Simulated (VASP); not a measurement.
A run of VASP 6.6.1:

Contents of INCAR:

```
  PREC = Accurate
  ENCUT = 600
  EDIFF = 1E-6
  ISMEAR = 0
  SIGMA = 0.1
  LREAL = F
  LASPH = T
  NELM = 100
  ALGO = Normal
  ISIF = 4
  LWAVE = F
  LCHARG = F
  GGA = PE
  IBRION = 2
  NSW = 50
  EDIFFG = -0.01
```

KPOINTS

```
regular mesh
0
Gamma
  12 12 4
```

File POSCAR:

```
Zn4O
1.0
    3.0089957203      0.0000000000      0.0000000000
   -1.5044978602      2.6058667337      0.0000000000
    0.0000000000      0.0000000000      8.9457615831
Zn O
4 1
Direct
    0.6666666667      0.3333333333      0.0187892873
    0.0000000000      0.0000000000      0.6999552407
    0.3333333333      0.6666666667      0.4633961236
    0.0000000000      0.0000000000      0.2363102404
    0.6666666667      0.3333333333      0.8060677681
```

Potentials or basis: VASP PAW PBE potentials, release 64 (Zn, O).

Command:

```sh
$ cat potpaw_PBE.64/Zn/POTCAR potpaw_PBE.64/O/POTCAR > POTCAR
$ mpirun -np 1 vasp_std > vasp.out
```

Hardware: 1 thread of Intel(R) Xeon(R) Platinum 8259CL CPU @ 2.50GHz (Skylake/Cascade Lake), on a shared host.

Problem. How long does it take, and how much memory?

Solution. Wall time 6.8 min on 1 thread of Intel(R) Xeon(R) Platinum 8259CL CPU @ 2.50GHz (Skylake/Cascade Lake), on a shared host, peak memory 0.3 GiB. Counts: scf iterations 49, k points 69, ion steps 7.
